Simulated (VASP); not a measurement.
A run of VASP 6.6.1 is set up as follows.

POSCAR

```
Fe
1.0
   -1.3465674186      1.3465674186      1.3465674186
    1.3465674186     -1.3465674186      1.3465674186
    1.3465674186      1.3465674186     -1.3465674186
Fe
1
Direct
    0.0000000000      0.0000000000      0.0000000000
```

Contents of INCAR.step1:

```
PREC = Accurate
ENCUT = 660
ISMEAR = -1
SIGMA = 0.1
LREAL = F
LASPH = T
NELM = 120
NBANDS = 10
GGA = PE
ALGO = Normal
EDIFF = 1E-5
LWAVE = T
LCHARG = F
GGA_COMPAT = F
```

File INCAR.step2:

```
PREC = Accurate
ENCUT = 660
EDIFF = 1E-6
ISMEAR = -1
SIGMA = 0.1
LREAL = F
LASPH = T
NELM = 120
ALGO = Normal
ISIF = 2
LWAVE = F
LCHARG = F
METAGGA = R2SCAN
LMIXTAU = T
NBANDS = 10
ISTART = 1
GGA_COMPAT = F
```

Contents of KPOINTS:

```
regular mesh
0
Gamma
  26 26 26
```

Potentials or basis: VASP PAW PBE potentials, release 64 (Fe).

Run with:

```console
$ cat potpaw_PBE.64/Fe/POTCAR > POTCAR
$ cp INCAR.step1 INCAR
$ mpirun -np 1 vasp_std > vasp.out
$ cp INCAR.step2 INCAR
$ mpirun -np 1 vasp_std > vasp.out
```

Task: Predict the band gap on the k mesh.

Result: Zero (band 4 reaches 8.54 eV, above the bottom of band 5 at 6.22 eV).

Task: What does it give for the pressure?

Result: 13.8 GPa.

Caveat: the PAW data sets were made with another functional, which shifts forces and pressure a little; the run has no spin polarisation, though such a crystal can be magnetic. Spin polarisation is off, so any magnetic state and its effect on volume and gap are missing.
